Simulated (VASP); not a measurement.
# GaN (R3m) in VASP: single point with r2SCAN

Aim: the single point of GaN with r2SCAN.

Program: VASP 6.6.1. These are calculated values, not measurements. Logs are shortened: lines on timing, memory, paths and dates and some standing lists are left out, and cuts for length are marked.

## Step 1: The cell of the first run

Symmetry: R3m, No. 160, trigonal system. The conventional cell has a = 3.258 Å, b = 3.258 Å, c = 7.423 Å, α = 90.00°, β = 90.00°, γ = 120.00°. Within 2.5 Å of Ga (site symmetry 3m) lie 4 N at 1.86 to 1.98 Å. Within 2.5 Å of N (site symmetry 3m) lie 4 Ga at 1.86 to 1.98 Å.

## Step 2: Single point, r2SCAN

File POSCAR:

```
GaN
1.0
   -0.1075201123      2.1964822948      2.1964822948
    2.1964822948     -0.1075201123      2.1964822948
    2.1964822948      2.1964822948     -0.1075201123
Ga N
1 1
Direct
    0.0000000000      0.0000000000      0.0000000000
    0.7500000000      0.7500000000      0.7500000000
```

File INCAR.step1:

```
ALGO = Normal ; EDIFF = 1E-5
ENCUT = 910 ; GGA = PE
GGA_COMPAT = False ; ISMEAR = 0
LASPH = True ; LCHARG = False
LREAL = False ; LWAVE = True
NBANDS = 16 ; NELM = 120
PREC = Accurate ; SIGMA = 0.05
```

File INCAR.step2:

```
ALGO = Normal ; EDIFF = 1E-6
ENCUT = 910 ; GGA_COMPAT = False
ISIF = 2 ; ISMEAR = 0
ISTART = 1 ; LASPH = True
LCHARG = False ; LMIXTAU = True
LREAL = False ; LWAVE = False
METAGGA = R2SCAN ; NBANDS = 16
NELM = 120 ; PREC = Accurate
SIGMA = 0.05
```

File KPOINTS:

```
k-points
0
Gamma
  12 12 12
```

Potentials or basis: VASP PAW PBE potentials, release 64 (Ga_d, N_h).

Started as:

```bash
$ cat potpaw_PBE.64/Ga_d/POTCAR potpaw_PBE.64/N_h/POTCAR > POTCAR
$ cp INCAR.step1 INCAR
$ mpirun -np 1 vasp_std > vasp.out
$ cp INCAR.step2 INCAR
$ mpirun -np 1 vasp_std > vasp.out
```

OUTCAR:

```text
EDIFF = 1E-6
   ENCUT = 910
   ISIF = 2
   ISMEAR = 0
   ISTART = 1
   LASPH = True
   LREAL = False
   METAGGA = R2SCAN
   NELM = 120
   PREC = Accurate

 ion  position               nearest neighbor table
   1  0.000  0.000  0.000-   2 1.86   2 1.98   2 1.98   2 1.98
   2  0.750  0.750  0.750-   1 1.86   1 1.98   1 1.98   1 1.98

  LATTYP: Found a trigonal (rhomboedric) cell.
 ALAT       =     3.1081553239
 COS(alpha) =     0.4505091948

  Lattice vectors:

 A1 = (  -0.1075201123,   2.1964822948,   2.1964822948)
 A2 = (   2.1964822948,  -0.1075201123,   2.1964822948)
 A3 = (   2.1964822948,   2.1964822948,  -0.1075201123)

Analysis of symmetry for initial positions (statically):
=====================================================================
 Subroutine PRICEL returns:
 Original cell was already a primitive cell.

 Routine SETGRP: Setting up the symmetry group for a
 trigonal (rhombohedral) supercell.

 Subroutine GETGRP returns: Found  6 space group operations
 (whereof  6 operations were pure point group operations)
 out of a pool of 12 trial point group operations.

The static configuration has the point symmetry C_3v.

Analysis of symmetry for dynamics (positions and initial velocities):
=====================================================================
 Subroutine PRICEL returns:
 Original cell was already a primitive cell.

 Routine SETGRP: Setting up the symmetry group for a
 trigonal (rhombohedral) supercell.

 Subroutine GETGRP returns: Found  6 space group operations
 (whereof  6 operations were pure point group operations)
 out of a pool of 12 trial point group operations.

The dynamic configuration has the point symmetry C_3v.

 Subroutine INISYM returns: Found  6 space group operations
 (whereof  6 operations are pure point group operations),
 and found     1 'primitive' translations

----------------------------------------------------------------------------------------

                                     Primitive cell

  volume of cell :      22.7490

  direct lattice vectors                    reciprocal lattice vectors
    -0.107520112  2.196482295  2.196482295    -0.211568875  0.222458449  0.222458449
[... 81 lines left out ...]
   LNONCOLLINEAR =      F non collinear calculations
   LSORBIT =      F    spin-orbit coupling
   LASPH  =      T    aspherical Exc in radial PAW
   ENCUT  =  910.0 eV  66.88 Ry    8.18 a.u.   7.65  7.65  7.65*2*pi/ulx,y,z
   NELM   =    120;   NELMIN=  2; NELMDL=  0     # of ELM steps
   EDIFF  = 0.1E-05   stopping-criterion for ELM
   LREAL  =      F    real-space projection
   EDIFFG = 0.1E-04   stopping-criterion for IOM
   NSW    =      0    number of steps for IOM
   IBRION =     -1    ionic relax: 0-MD 1-quasi-New 2-CG
   NFREE  =      0    steps in history (QN), initial steepest desc. (CG)
   ISIF   =      2    stress and relaxation
   ISYM   =      2    0-nonsym 1-usesym 2-fastsym
   POTIM  = 0.5000    time-step for ionic-motion
   TEBEG  =    0.0;   TEEND  =   0.0 temperature during run
   PSTRESS=    0.0 pullay stress
   NELECT =      18.0000    total number of electrons
   NUPDOWN=      -1.0000    fix difference up-down
   EMIN   =  10.00;   EMAX   =-10.00  energy-range for DOS
   EFERMI =   0.00;   METHOD = LEGACY
   ISMEAR =     0;   SIGMA  =   0.05  broadening in eV -4-tet -1-fermi 0-gaus
   EFERMI_NEDOS =   21; number of points for ismear=-14 and -15
   IALGO  =     38    algorithm
   IMIX   =      4    mixing-type and parameters
     AMIX     =   0.40;   BMIX     =  1.00
     AMIX_MAG =   1.60;   BMIX_MAG =  1.00
  volume/ion in A,a.u.               =      11.37        76.76
  Fermi-wavevector in a.u.,A,eV,Ry     =   1.514183  2.861391 31.194768  2.292751
  Thomas-Fermi vector in A             =   2.623875
   LORBIT       =      0    0 simple, 1 ext, 2 COOP (PROOUT), +10 PAW based schemes
   METAGGA = R2SCAN    functional components
   LHFCALC =     F    Hartree Fock is set to
   AEXX    =    0.0000 exact exchange contribution
   IVDW    =     0    specifies the selected vdW correction
   LEPSILON=     F    determine dielectric tensor
   LRPA    =     F    only Hartree local field effects (RPA)
 non-spin polarized calculation
 Gauss-broadening in eV      SIGMA  =   0.05
  energy-cutoff  :      910.00
  volume of cell :       22.75
 maximum number of plane-waves:      1436
   NGX = 15   NGY = 15   NGZ = 15

 number of electron      18.0000001 magnetization

 Free energy of the ion-electron system (eV)
  ---------------------------------------------------
  ext. energy  EPLUGINS =         0.00000000
  ---------------------------------------------------
  free energy    TOTEN  =       -21.79039230 eV

  energy without entropy =      -21.79039230  energy(sigma->0) =      -21.79039230

 E-fermi :   5.7269     XC(G=0): -12.6601

 val. band max:        5.5376223580   @ k =   0.0000   0.0000   0.0000
 cond. band min:       7.4241144438   @ k =   0.0000   0.0000   0.0000
 fundamental gap:      1.8864920857
 Fermi energy:         5.7269195887

 k-point     1 :       0.0000    0.0000    0.0000
  band No.  band energies     occupation
      1     -11.4398      2.00000
      2      -8.4692      2.00000
      3      -8.4692      2.00000
      4      -8.4665      2.00000
      5      -8.1085      2.00000
      6      -8.1085      2.00000
[... 433 lines left out ...]
      3      -8.3258      2.00000
      4      -8.1193      2.00000
      5      -8.0760      2.00000
      6      -6.9052      2.00000
[... 8 lines left out ...]
     15      25.3299      0.00000
     16      26.2055      0.00000

 [... further k-points ...]

------------------------ aborting loop because EDIFF is reached ----------------------------------------

  FORCE on cell =-STRESS in cart. coord.  units (eV):
  Direction    XX          YY          ZZ          XY          YZ          ZX
  --------------------------------------------------------------------------------------
  -------------------------------------------------------------------------------------
  Total        0.3563072      0.3563072      0.3563072      1.4910660      1.4910660      1.4910660
  in kB       25.0942045     25.0942045     25.0942045    105.0136424    105.0136424    105.0136424
  external PRESSURE =      25.0942045 kB  Pullay stress =       0.0000000 kB

 VOLUME and BASIS-vectors are now :
 -----------------------------------------------------------------------------
  energy-cutoff  :      910.00
  volume of cell :       22.75
      direct lattice vectors                 reciprocal lattice vectors
    -0.107520112  2.196482295  2.196482295    -0.211568875  0.222458449  0.222458449
     2.196482295 -0.107520112  2.196482295     0.222458449 -0.211568875  0.222458449
     2.196482295  2.196482295 -0.107520112     0.222458449  0.222458449 -0.211568875

 POSITION                                       TOTAL-FORCE (eV/Angst)
 -----------------------------------------------------------------------------------
      0.00000      0.00000      0.00000         0.580481      0.580481      0.580481
      3.21408      3.21408      3.21408        -0.580481     -0.580481     -0.580481
 -----------------------------------------------------------------------------------
    total drift:                               -0.000302     -0.000302     -0.000302

  FREE ENERGIE OF THE ION-ELECTRON SYSTEM (eV)
  ---------------------------------------------------
  free  energy   TOTEN  =       -21.7903923030 eV

  energy  without entropy=      -21.7903923030  energy(sigma->0) =      -21.79039230
```

OUTCAR.step1:

```text
EDIFF = 1E-5
   ENCUT = 910
   GGA = PE
   ISMEAR = 0
   LASPH = True
[... 677 lines left out ...]
 -----------------------------------------------------------------------------------
      0.00000      0.00000      0.00000         0.574100      0.574100      0.574100
      3.21408      3.21408      3.21408        -0.574100     -0.574100     -0.574100
 -----------------------------------------------------------------------------------
    total drift:                                0.000553      0.000553      0.000553

  FREE ENERGIE OF THE ION-ELECTRON SYSTEM (eV)
  ---------------------------------------------------
  free  energy   TOTEN  =       -12.0448656249 eV

  energy  without entropy=      -12.0448656249  energy(sigma->0) =      -12.04486562
```

Run time: 3 min. Hardware: 1 thread of Intel Xeon 6975P-C (Granite Rapids), shared host; peak memory 0.3 GiB.

What came out:

| Item | Value |
| --- | --- |
| Free energy | -21.7904 eV |
| Pressure | 2.5 GPa |
| Largest force | 1.005 eV/Å |
| Band gap on the k mesh | 1.89 eV |

Forces on the atoms (eV/Å):
```
Ga   0.580  0.580  0.580
N   -0.580 -0.580 -0.580
```

Stress tensor (GPa, compression positive):
```
 2.51 10.50 10.50
10.50  2.51 10.50
10.50 10.50  2.51
```

Caveat: the cutoff is under 1.25 times the usual one of these potentials, so pressure, stress and relaxed cells hold a basis-set (Pulay) error; the PAW data sets were made with another functional, which shifts forces and pressure a little.
